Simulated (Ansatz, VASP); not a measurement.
**Ta: VASP beside Ansatz**

File INCAR:

```
PREC     = Accurate       # precision mode
ENCUT    = 500            # plane-wave cutoff, eV
EDIFF    = 1E-6           # SCF threshold, eV
ISMEAR   = -1             # smearing method
SIGMA    = 0.05           # smearing width, eV
LREAL    = F              # projectors in reciprocal space
LASPH    = T              # aspherical terms in the spheres
NELM     = 120            # most SCF steps
ALGO     = Normal         # electronic algorithm
ISIF     = 2              # what is computed and relaxed
LWAVE    = F              # write WAVECAR
LCHARG   = T              # write CHGCAR
LELF     = T              # ELF
LVHAR    = T            
NBANDS   = 12             # bands
GGA_COMPAT= F
```

File KPOINTS:

```
regular mesh
0
Gamma
  11 11 11
```

Contents of POSCAR:

```
Ta
1.0
   -1.6401972500      1.6401972500      1.6401972500
    1.6401972500     -1.6401972500      1.6401972500
    1.6401972500      1.6401972500     -1.6401972500
Ta
1
Direct
    0.0000000000      0.0000000000      0.0000000000
```

Contents of input.yaml:

```yaml
crystal:
  lattice:
    - [-1.64019725, 1.64019725, 1.64019725]
    - [1.64019725, -1.64019725, 1.64019725]
    - [1.64019725, 1.64019725, -1.64019725]
  atoms:
    - { symbol: Ta, position: [0.0, 0.0, 0.0] }
hamiltonian:
  xc: lda
  pseudopotentials: { kind: paw }
kpoints:
  mp_grid: { grid: [11, 11, 11] }
scf:
  occupations: { method: fermi_dirac, width: 0.05 }
output:
  forces: true
  stress: true
  eigenvalues: true
```

Alike in both runs: task single point; functional LDA; k mesh 11 × 11 × 11; occupations fermi-dirac, width 0.05 eV; no spin polarisation.

```csv
,VASP,Ansatz
version,VASP 6.6.1,Ansatz 0.2.0
potentials or method,"VASP PAW LDA potentials, release 64 (Ta_sv_GW)",Ansatz PAW
plane-wave cutoff (eV),500,420
valence electrons in the cell,13,13
```

```csv
,VASP,Ansatz,Ansatz less VASP
gap on the k mesh at the Fermi level (eV),none,none,-
pressure (GPa),-6.2,-5.5,+0.73
```

LDA's correlation is that of Perdew and Zunger in VASP and of Perdew and Wang (1992) in Ansatz. A gap of «none» marks a metal or a gap that the smearing closes.

Spin-orbit coupling is off throughout.
